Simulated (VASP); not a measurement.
Wanted: the native input for a VASP 6.6.1 run.

| Quantity | Value |
| --- | --- |
| Task | single point |
| Functional | PBE |
| Potentials or basis | VASP PAW PBE potentials, release 64 (Li_sv) |
| Cutoff | 520 eV |
| k mesh | 16 × 16 × 16 |
| Occupations | gaussian, width 0.1 eV |
| Spin | no spin polarisation |
| Dipole correction | no |
| Further INCAR settings | ALGO = Fast; EDIFF = 1e-07; NBANDS = 8 |

The structure of Li lies in POSCAR:

```
Li
1.0
    0.0000000000      2.1630025800      2.1630025800
    2.1630025800      0.0000000000      2.1630025800
    2.1630025800      2.1630025800      0.0000000000
Li
1
Direct
    0.0000000000      0.0000000000      0.0000000000
```

This cell differs from its parent crystal: strained.

These files were run (other wordings do the same):

INCAR

```
SYSTEM = Li
PREC = Accurate
ENCUT = 520
EDIFF = 1E-7
ISMEAR = 0
SIGMA = 0.1
LREAL = .FALSE.
LASPH = .TRUE.
NELM = 100
ALGO = Fast
ISIF = 2
LWAVE = .FALSE.
LCHARG = .FALSE.
GGA = PE
NBANDS = 8
```

KPOINTS

```
Automatic mesh
0
G
  16 16 16
  0 0 0
```

Potentials or basis: VASP PAW PBE potentials, release 64 (Li_sv).

Launch:

```console
$ cat potpaw_PBE.64/Li_sv/POTCAR > POTCAR
$ mpirun -np 1 vasp_std > vasp.out
```

It took 13 s on 1 thread of Intel(R) Xeon(R) Platinum 8375C CPU @ 2.90GHz (Ice Lake), with other jobs on the host, peak memory 0.13 GiB.
